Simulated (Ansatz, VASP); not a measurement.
**Al3B2W: VASP beside Ansatz**

```xyz
6
Lattice="3.4652 0.0000 0.0000 -1.7326 3.0010 0.0000 0.0000 0.0000 7.4076" Properties=species:S:1:pos:R:3 pbc="T T T"
Al    0.0000    2.0006    1.7596
Al    1.7326    1.0003    5.6481
Al    0.0000    0.0000    3.7038
B     0.0000    2.0006    5.0864
B     1.7326    1.0003    2.3213
W     0.0000    0.0000    0.0000
```

Change from the starting cell: species swapped into the Y3GeS2 type (P-3m1, No. 164).

Alike in both runs: functional PBE; k mesh 6 × 6 × 2; occupations gaussian, width 0.2 eV; no spin polarisation.

Ansatz relaxed the structure, and its values are those at the end. VASP's run is a single point on that final structure, the one shown.

|  | VASP | Ansatz |
| --- | --- | --- |
| version | VASP 6.6.1 | Ansatz 0.2.0 |
| potentials or method | VASP PAW PBE potentials, release 64 (Al, B, W_sv), cutoff 500 eV | scalar-relativistic, plane waves, PAW |
| valence electrons in the cell | 29 | 29 |

Ansatz gave:

```
gap on the k mesh at the Fermi level (eV) : none
pressure (GPa)                            : 0.3
rms of the force components (eV/Å)        : 0.022
```

Which values does VASP return?

gap on the k mesh at the Fermi level (eV): none; pressure (GPa): 0.4; rms of the force components (eV/Å): 0.022.

A gap of «none» marks a metal or a gap that the smearing closes.

The k mesh is coarse, so the values compare programs but aren't converged. Spin-orbit coupling is off throughout.
